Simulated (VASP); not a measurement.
Here is a VASP 6.6.1 calculation.

Contents of INCAR:

```
SYSTEM = B3I
ALGO = Normal ; EDIFF = 1E-6
ENCUT = 520 ; GGA = PE
ISIF = 2 ; ISMEAR = 0
LASPH = .TRUE. ; LCHARG = .FALSE.
LREAL = .FALSE. ; LWAVE = .FALSE.
NBANDS = 16 ; NELM = 60
PREC = Accurate ; SIGMA = 0.1
```

KPOINTS

```
k-points
0
G
  6 6 6
  0 0 0
```

POSCAR

```
B3I
1.0
   -1.5769223639      1.5769223639      5.8565371191
    1.5769223639     -1.5769223639      5.8565371191
    1.5769223639      1.5769223639     -5.8565371191
B I
3 1
Direct
    0.5000000000      0.5000000000      0.0000000000
    0.2500000000      0.7500000000      0.5000000000
    0.7500000000      0.2500000000      0.5000000000
    0.0000000000      0.0000000000      0.0000000000
```

Potentials or basis: VASP PAW PBE potentials, release 64 (B, I).

Run with:

```console
$ cat potpaw_PBE.64/B/POTCAR potpaw_PBE.64/I/POTCAR > POTCAR
$ mpirun -np 1 vasp_std > vasp.out
```

(1) Predict the pressure.

(2) What does it give for the band gap on the k mesh?

Answers

(1) 0.0 GPa.

(2) zero (band 8 reaches 7.88 eV, above the bottom of band 9 at 4.32 eV).

Caveat: the k points lie up to 0.47 Å⁻¹ apart; spin-orbit coupling is left out, which moves the levels of the heavy elements.
